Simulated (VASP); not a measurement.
A run of VASP 6.6.1:

File INCAR:

```
  ALGO = Normal
  EDIFF = 1E-6
  ENCUT = 520
  GGA = PE
  ISIF = 2
  ISMEAR = 0
  LASPH = T
  LCHARG = F
  LREAL = F
  LWAVE = F
  NBANDS = 40
  NELM = 80
  PREC = Accurate
  SIGMA = 0.1
```

KPOINTS

```
k-points
0
Gamma
  8 8 4
```

Contents of POSCAR:

```
Ba2Tl3C
1.0
    3.2288608261     -3.2973522576     -0.0087943183
    3.2288608261      3.2973522576     -0.0087943183
   -2.4964670177      0.0000000000      9.3168856475
Ba Tl C
2 3 1
Direct
    0.0759532096      0.0759532096      0.2241545547
    0.9240467904      0.9240467904      0.7758454453
    0.5000000000      0.5000000000      0.0000000000
    0.3584132875      0.3584132875      0.6051211126
    0.6415867125      0.6415867125      0.3948788874
    0.0000000000      0.0000000000      0.5000000000
```

Potentials or basis: VASP PAW PBE potentials, release 64 (Ba_sv, Tl_d, C).

Command:

```console
$ cat potpaw_PBE.64/Ba_sv/POTCAR potpaw_PBE.64/Tl_d/POTCAR potpaw_PBE.64/C/POTCAR > POTCAR
$ mpirun -np 1 vasp_std > vasp.out
```

Hardware: 1 thread of Intel(R) Xeon(R) Platinum 8259CL CPU @ 2.50GHz (Skylake/Cascade Lake), with other jobs on the host.

Problem. How long does it take, and how much memory?

Solution. Wall time 10 min on 1 thread of Intel(R) Xeon(R) Platinum 8259CL CPU @ 2.50GHz (Skylake/Cascade Lake), on a shared host, peak memory 0.67 GiB. Counts: scf iterations 16, k points 78.
